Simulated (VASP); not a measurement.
A run of VASP 6.6.1:

POSCAR

```
BeS
1.0
    0.0000000000      2.4250000000      2.4250000000
    2.4250000000      0.0000000000      2.4250000000
    2.4250000000      2.4250000000      0.0000000000
S Be
1 1
Direct
    0.7500000000      0.7500000000      0.7500000000
    0.0000000000      0.0000000000      0.0000000000
```

File INCAR.step1:

```
PREC = Accurate ; ENCUT = 520
EDIFF = 1E-5 ; ISMEAR = 0
SIGMA = 0.1 ; LREAL = F
LASPH = T ; NELM = 60
ALGO = Normal ; ISIF = 2
LWAVE = T ; LCHARG = F
NBANDS = 11 ; GGA = PE
```

INCAR.step2

```
PREC = Accurate ; ENCUT = 520
EDIFF = 1E-7 ; ISMEAR = 0
SIGMA = 0.1 ; LREAL = F
LASPH = T ; NELM = 60
ALGO = Normal ; ISIF = 2
LWAVE = F ; LCHARG = F
GGA = PE ; LHFCALC = T
AEXX = 0.25 ; PRECFOCK = Normal
NBANDS = 11 ; ISTART = 1
```

The input KPOINTS:

```
regular mesh
0
Gamma
  5 5 5
```

Potentials or basis: VASP PAW PBE potentials, release 64 (S, Be).

The run is started by

```bash
$ cat potpaw_PBE.64/S/POTCAR potpaw_PBE.64/Be/POTCAR > POTCAR
$ cp INCAR.step1 INCAR
$ mpirun -np 1 vasp_std > vasp.out
$ cp INCAR.step2 INCAR
$ mpirun -np 1 vasp_std > vasp.out
```

Hardware: 1 thread of Intel(R) Xeon(R) Platinum 8259CL CPU @ 2.50GHz (Skylake/Cascade Lake), on a shared host.

**Question.** How long does it take, and how much memory?

**Answer.** It took 4 min on 1 thread of Intel(R) Xeon(R) Platinum 8259CL CPU @ 2.50GHz (Skylake/Cascade Lake), with other jobs on the host, peak memory 0.16 GiB. Counts: k points 10.
